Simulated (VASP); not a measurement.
Write the native input for VASP 6.6.1 that does the following.

```
Task                   : single point
Functional             : PBE
Potentials or basis    : VASP PAW PBE potentials, release 64 (Na_pv, Sc_sv, Te)
Cutoff                 : 520 eV
k mesh                 : 4 × 4 × 2
Occupations            : gaussian, width 0.1 eV
Spin                   : no spin polarisation
Dipole correction      : no
Further INCAR settings : ALGO = Normal; EDIFF = 1e-07; NBANDS = 23
```

The structure of NaScTe2 lies in POSCAR:

```
NaScTe2
1.0
    3.2871805117     -3.3008238202      0.0000000000
    3.2871805117      3.3008238202      0.0000000000
    0.0000000000      0.0000000000     10.0530542667
Na Sc Te
1 1 2
Direct
    0.0000000000      0.0000000000      0.0000000000
    0.5000000000      0.5000000000      0.0000000000
    0.5000000000      0.5000000000      0.2598699106
    0.5000000000      0.5000000000      0.7401300894
```

These files were run (other wordings do the same):

INCAR

```
SYSTEM = NaScTe2
PREC     = Accurate       ! precision mode
ENCUT    = 520            ! plane-wave cutoff, eV
EDIFF    = 1E-7           ! SCF threshold, eV
ISMEAR   = 0              ! smearing method
SIGMA    = 0.1            ! smearing width, eV
LREAL    = .False.        ! projectors in reciprocal space
LASPH    = .True.         ! aspherical terms in the spheres
NELM     = 60             ! most SCF steps
ALGO     = Normal         ! electronic algorithm
ISIF     = 2              ! what is computed and relaxed
LWAVE    = .False.        ! write WAVECAR
LCHARG   = .False.        ! write CHGCAR
GGA      = PE             ! functional
NBANDS   = 23             ! bands
```

KPOINTS

```
regular mesh
0
Gamma
  4 4 2
  0 0 0
```

Potentials or basis: VASP PAW PBE potentials, release 64 (Na_pv, Sc_sv, Te).

The run is started by

```console
$ cat potpaw_PBE.64/Na_pv/POTCAR potpaw_PBE.64/Sc_sv/POTCAR potpaw_PBE.64/Te/POTCAR > POTCAR
$ mpirun -np 1 vasp_std > vasp.out
```

Results of the run:

The pressure is 0.1 GPa. The largest force is 0.021 eV/Å and the band gap on the k mesh is zero (band 15 reaches -0.33 eV, above the bottom of band 16 at -0.45 eV).

Caveat: spin-orbit coupling is left out, which moves the levels of the heavy elements.

Run time: 89 s on 1 thread of Intel(R) Xeon(R) Platinum 8488C (Sapphire Rapids) (shared host), peak memory 0.34 GiB.
